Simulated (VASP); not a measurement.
# WC (Amm2) in VASP: notebook

Runs on WC. Level: PBEsol. Tasks: single point.

Everything below comes from runs of VASP 6.6.1. Logs are shortened: lines on timing, memory, paths and dates and some standing lists are left out, and cuts for length are marked.

## 1. The cell of the first run

Symmetry: Amm2, No. 38, orthorhombic system. Conventional cell: a = 2.829 Å, b = 2.842 Å, c = 5.124 Å, α = 90.00°, β = 90.00°, γ = 90.00°. W (site symmetry mm2) has 6 C at 2.18 to 2.22 Å and 8 W at 2.83 to 2.93 Å within 3.0 Å. Within 3.0 Å of C (site symmetry mm2) lie 6 W at 2.18 to 2.22 Å and 8 C at 2.83 to 2.93 Å.

## 2. Single point, PBEsol (strain -0.0200 x Voigt [1, -1, 0, 0, 0, 0])

Contents of INCAR:

```
PREC     = Accurate       # precision mode
ENCUT    = 1300           # plane-wave cutoff, eV
EDIFF    = 1E-6           # SCF threshold, eV
ISMEAR   = 0              # smearing method
SIGMA    = 0.15           # smearing width, eV
LREAL    = F              # projectors in reciprocal space
LASPH    = T              # aspherical terms in the spheres
NELM     = 120            # most SCF steps
ALGO     = Normal         # electronic algorithm
ISIF     = 2              # what is computed and relaxed
LWAVE    = F              # write WAVECAR
LCHARG   = T              # write CHGCAR
GGA      = PS             # functional
LELF     = T              # ELF
LVHAR    = T            
NBANDS   = 16             # bands
GGA_COMPAT= F
```

Contents of KPOINTS:

```
Automatic mesh
0
Gamma
  18 18 16
```

Contents of POSCAR:

```
WC
1.0
    2.8424914073      0.0000000000      0.0000000000
   -1.4212457036      2.5621460858      0.0000000000
    0.0000000000      0.0000000000      2.8290000000
W C
1 1
Direct
    0.0000000000      0.0000000000      0.0000000000
    0.6666666667      0.3333333333      0.5000000000
```

Potentials or basis: VASP PAW PBE potentials, release 64 (W_sv, C_h).

Started as:

```console
$ cat potpaw_PBE.64/W_sv/POTCAR potpaw_PBE.64/C_h/POTCAR > POTCAR
$ mpirun -np 1 vasp_std > vasp.out
```

OUTCAR:

```text
PREC = Accurate
   ENCUT = 1300
   EDIFF = 1E-6
   ISMEAR = 0
   LREAL = F
   LASPH = T
   NELM = 120
   ISIF = 2
   GGA = PS

 ion  position               nearest neighbor table
   1  0.000  0.000  0.000-   2 2.18   2 2.18   2 2.18   2 2.18   2 2.22   2 2.22
   2  0.667  0.333  0.500-   1 2.18   1 2.18   1 2.18   1 2.18   1 2.22   1 2.22

  LATTYP: Found a base centered orthorhombic cell.
 ALAT       =     2.8424914073
 B/A-ratio  =     1.8027467589
 C/A-ratio  =     0.9952536682

  Lattice vectors:

 A1 = (   1.4212457036,  -2.5621460858,   0.0000000000)
 A2 = (   1.4212457037,   2.5621460858,   0.0000000000)
 A3 = (   0.0000000000,   0.0000000000,   2.8290000000)

Analysis of symmetry for initial positions (statically):
=====================================================================
 Subroutine PRICEL returns:
 Original cell was already a primitive cell.

 Routine SETGRP: Setting up the symmetry group for a
 base centered orthorhombic supercell.

 Subroutine GETGRP returns: Found  4 space group operations
 (whereof  4 operations were pure point group operations)
 out of a pool of  8 trial point group operations.

The static configuration has the point symmetry C_2v.

Analysis of symmetry for dynamics (positions and initial velocities):
=====================================================================
 Subroutine PRICEL returns:
 Original cell was already a primitive cell.

 Routine SETGRP: Setting up the symmetry group for a
 base centered orthorhombic supercell.

 Subroutine GETGRP returns: Found  4 space group operations
 (whereof  4 operations were pure point group operations)
 out of a pool of  8 trial point group operations.

The dynamic configuration has the point symmetry C_2v.

 Subroutine INISYM returns: Found  4 space group operations
 (whereof  4 operations are pure point group operations),
 and found     1 'primitive' translations

----------------------------------------------------------------------------------------

                                     Primitive cell

  volume of cell :      20.6033

  direct lattice vectors                    reciprocal lattice vectors
     2.842491407  0.000000000  0.000000000     0.351804054  0.195148904  0.000000000
    -1.421245704  2.562146086  0.000000000     0.000000000  0.390297808  0.000000000
     0.000000000  0.000000000  2.829000000     0.000000000  0.000000000  0.353481796

  length of vectors
[... 76 lines left out ...]
   ISPIN  =      1    spin polarized calculation?
   LNONCOLLINEAR =      F non collinear calculations
   LSORBIT =      F    spin-orbit coupling
   LASPH  =      T    aspherical Exc in radial PAW
   ENCUT  = 1300.0 eV  95.55 Ry    9.77 a.u.   8.36  8.61  8.32*2*pi/ulx,y,z
   NELM   =    120;   NELMIN=  2; NELMDL= -5     # of ELM steps
   EDIFF  = 0.1E-05   stopping-criterion for ELM
   LREAL  =      F    real-space projection
   EDIFFG = 0.1E-04   stopping-criterion for IOM
   NSW    =      0    number of steps for IOM
   IBRION =     -1    ionic relax: 0-MD 1-quasi-New 2-CG
   NFREE  =      0    steps in history (QN), initial steepest desc. (CG)
   ISIF   =      2    stress and relaxation
   ISYM   =      2    0-nonsym 1-usesym 2-fastsym
   POTIM  = 0.5000    time-step for ionic-motion
   TEBEG  =    0.0;   TEEND  =   0.0 temperature during run
   PSTRESS=    0.0 pullay stress
   NELECT =      18.0000    total number of electrons
   NUPDOWN=      -1.0000    fix difference up-down
   EMIN   =  10.00;   EMAX   =-10.00  energy-range for DOS
   EFERMI =   0.00;   METHOD = LEGACY
   ISMEAR =     0;   SIGMA  =   0.15  broadening in eV -4-tet -1-fermi 0-gaus
   EFERMI_NEDOS =   21; number of points for ismear=-14 and -15
   IALGO  =     38    algorithm
   IMIX   =      4    mixing-type and parameters
     AMIX     =   0.40;   BMIX     =  1.00
     AMIX_MAG =   1.60;   BMIX_MAG =  1.00
  volume/ion in A,a.u.               =      10.30        69.52
  Fermi-wavevector in a.u.,A,eV,Ry     =   1.565022  2.957462 33.324649  2.449293
  Thomas-Fermi vector in A             =   2.667559
   LORBIT       =      0    0 simple, 1 ext, 2 COOP (PROOUT), +10 PAW based schemes
   GGA     = PS    functional components
   LHFCALC =     F    Hartree Fock is set to
   AEXX    =    0.0000 exact exchange contribution
   IVDW    =     0    specifies the selected vdW correction
   LEPSILON=     F    determine dielectric tensor
   LRPA    =     F    only Hartree local field effects (RPA)
 non-spin polarized calculation
 Gauss-broadening in eV      SIGMA  =   0.15
  energy-cutoff  :     1300.00
  volume of cell :       20.60
 maximum number of plane-waves:      2224
 NGX is ok and might be reduce to    36
   NGX = 17   NGY = 17   NGZ = 17

 number of electron      18.0000000 magnetization

 Free energy of the ion-electron system (eV)
  ---------------------------------------------------
  ext. energy  EPLUGINS =         0.00000000
  ---------------------------------------------------
  free energy    TOTEN  =       -23.88104312 eV

  energy without entropy =      -23.87790046  energy(sigma->0) =      -23.87947179

 E-fermi :  11.3889     XC(G=0): -14.0060

 val. band max:       11.3869281076   @ k =   0.0000   0.5000   0.5000
 cond. band min:      11.3897696993   @ k =   0.0556   0.0000   0.2500
 fundamental gap:      0.0028415916
 Fermi energy:        11.3889447875

 k-point     1 :       0.0000    0.0000    0.0000
  band No.  band energies     occupation
      1     -62.5490      2.00000
      2     -26.5346      2.00000
      3     -26.4735      2.00000
      4     -26.3846      2.00000
      5      -3.1134      2.00000
      6       6.9786      2.00000
[... 433 lines left out ...]
      3     -26.5683      2.00000
      4     -26.4705      2.00000
      5      -1.5380      2.00000
      6       5.8075      2.00000
[... 8 lines left out ...]
     15      25.4792      0.00000
     16      29.5815      0.00000

 [... further k-points ...]
[... 5 lines left out ...]
  --------------------------------------------------------------------------------------
  -------------------------------------------------------------------------------------
  Total        1.5048672     -1.2408784      0.0903119     -0.0000000      0.0000000      0.0000000
  in kB      117.0234114    -96.4947747      7.0229500     -0.0000000      0.0000000      0.0000000
  external PRESSURE =       9.1838623 kB  Pullay stress =       0.0000000 kB

 VOLUME and BASIS-vectors are now :
 -----------------------------------------------------------------------------
  energy-cutoff  :     1300.00
  volume of cell :       20.60
      direct lattice vectors                 reciprocal lattice vectors
     2.842491407  0.000000000  0.000000000     0.351804054  0.195148904  0.000000000
    -1.421245704  2.562146086  0.000000000     0.000000000  0.390297808  0.000000000
     0.000000000  0.000000000  2.829000000     0.000000000  0.000000000  0.353481796

 POSITION                                       TOTAL-FORCE (eV/Angst)
 -----------------------------------------------------------------------------------
      0.00000      0.00000      0.00000        -0.000000     -0.209149      0.000000
      1.42125      0.85405      1.41450         0.000000      0.209149      0.000000
 -----------------------------------------------------------------------------------
    total drift:                               -0.000000      0.000008      0.000000

  FREE ENERGIE OF THE ION-ELECTRON SYSTEM (eV)
  ---------------------------------------------------
  free  energy   TOTEN  =       -23.8810431174 eV

  energy  without entropy=      -23.8779004615  energy(sigma->0) =      -23.87947179
```

stdout:

```text
POSCAR found type information on POSCAR W C
 POSCAR found :  2 types and       2 ions
 scaLAPACK will be used
 -----------------------------------------------------------------------------
|                                                                             |
|                                                                             |
|     You enforced a specific xc type in the INCAR file but a different       |
|     I HOPE YOU KNOW WHAT YOU ARE DOING!                                     |
|                                                                             |
 -----------------------------------------------------------------------------

 LDA part: xc-table for (Slater+PW92), standard interpolation
 POSCAR, INCAR and KPOINTS ok, starting setup
 FFT: planning ... GRIDC
 FFT: planning ... GRID_SOFT
 FFT: planning ... GRID
 WAVECAR not read
 entering main loop
```

It took 4.9 min on 1 thread of Intel Xeon 6975P-C (Granite Rapids), shared host; peak memory 1.1 GiB.

Results:

```yaml
Free_energy: -23.8810 eV
Pressure: 0.9 GPa
Largest_force: 0.209 eV/Å
Band_gap_on_the_k_mesh: zero (bands 9 and 10 overlap by 1.35 eV)
```

Forces in eV/Å, atoms in the order of the input:
```
W    0.000 -0.209  0.000
C    0.000  0.209  0.000
```

Caveat: the cell differs from its parent crystal (strain -0.0200 x Voigt [1, -1, 0, 0, 0, 0]); the stress differs along the axes, from -10 to 12 GPa; the PAW data sets were made with another functional, which shifts forces and pressure a little; spin-orbit coupling is left out, which moves the levels of the heavy elements.

## 3. Single point, PBEsol (strain +0.0150 x Voigt [1, -1, 0, 0, 0, 0])

Contents of INCAR:

```
SYSTEM = WC
PREC     = Accurate       ! precision mode
ENCUT    = 1300           ! plane-wave cutoff, eV
EDIFF    = 1E-6           ! SCF threshold, eV
ISMEAR   = 0              ! smearing method
SIGMA    = 0.15           ! smearing width, eV
LREAL    = .FALSE.        ! projectors in reciprocal space
LASPH    = .TRUE.         ! aspherical terms in the spheres
NELM     = 120            ! most SCF steps
ALGO     = Normal         ! electronic algorithm
ISIF     = 2              ! what is computed and relaxed
LWAVE    = .FALSE.        ! write WAVECAR
LCHARG   = .TRUE.         ! write CHGCAR
GGA      = PS             ! functional
LELF     = .TRUE.         ! ELF
LVHAR    = .TRUE.       
NBANDS   = 16             ! bands
GGA_COMPAT= .FALSE.
```

Contents of KPOINTS:

```
Automatic mesh
0
G
  18 18 16
  0 0 0
```

Contents of POSCAR:

```
WC
1.0
    2.9440089575      0.0000000000      0.0000000000
   -1.4720044788      2.4742293084      0.0000000000
    0.0000000000      0.0000000000      2.8290000000
W C
1 1
Direct
    0.0000000000      0.0000000000      0.0000000000
    0.6666666667      0.3333333333      0.5000000000
```

Potentials or basis: VASP PAW PBE potentials, release 64 (W_sv, C_h).

Started as:

```console
$ cat potpaw_PBE.64/W_sv/POTCAR potpaw_PBE.64/C_h/POTCAR > POTCAR
$ mpirun -np 1 vasp_std > vasp.out
```

It took 4.8 min on 1 thread of Intel Xeon 6975P-C (Granite Rapids), shared host; peak memory 1.1 GiB.

Results (log left out):

```yaml
Free_energy: -23.8934 eV
Pressure: 0.7 GPa
Largest_force: 0.183 eV/Å
Band_gap_on_the_k_mesh: zero (bands 9 and 10 overlap by 1.20 eV)
```

Forces on the atoms (eV/Å):
```
W    0.000  0.183  0.000
C    0.000 -0.183  0.000
```

Stress tensor (GPa, compression positive):
```
-6.84  0.00  0.00
 0.00  8.31  0.00
 0.00  0.00  0.70
```

Levels at points of the mesh, in eV from the Fermi level:
```csv
k point,band 6,band 7,band 8,band 9,band 10,band 11,band 12,band 13
"(0.00, 0.00, 0.00)",-4.38,-3.61,-3.11,0.11,3.20,3.33,5.55,5.82
"(0.50, 0.00, 0.00)",-7.10,-3.66,-3.64,-0.36,2.44,4.42,5.07,6.94
"(0.00, 0.50, 0.00)",-7.03,-3.65,-3.55,-0.63,2.20,4.61,4.97,6.86
"(0.00, 0.00, 0.50)",-8.72,-2.09,-1.97,-0.90,-0.31,3.73,4.35,4.73
"(0.50, 0.00, 0.50)",-6.50,-4.29,-4.14,0.20,4.38,5.38,6.77,9.25
"(0.00, 0.50, 0.50)",-6.53,-4.60,-4.18,0.52,4.58,5.45,6.61,9.34
```

Caveat: the cell differs from its parent crystal (strain +0.0150 x Voigt [1, -1, 0, 0, 0, 0]); the stress differs along the axes, from -7 to 8 GPa; the PAW data sets were made with another functional, which shifts forces and pressure a little; spin-orbit coupling is left out, which moves the levels of the heavy elements.
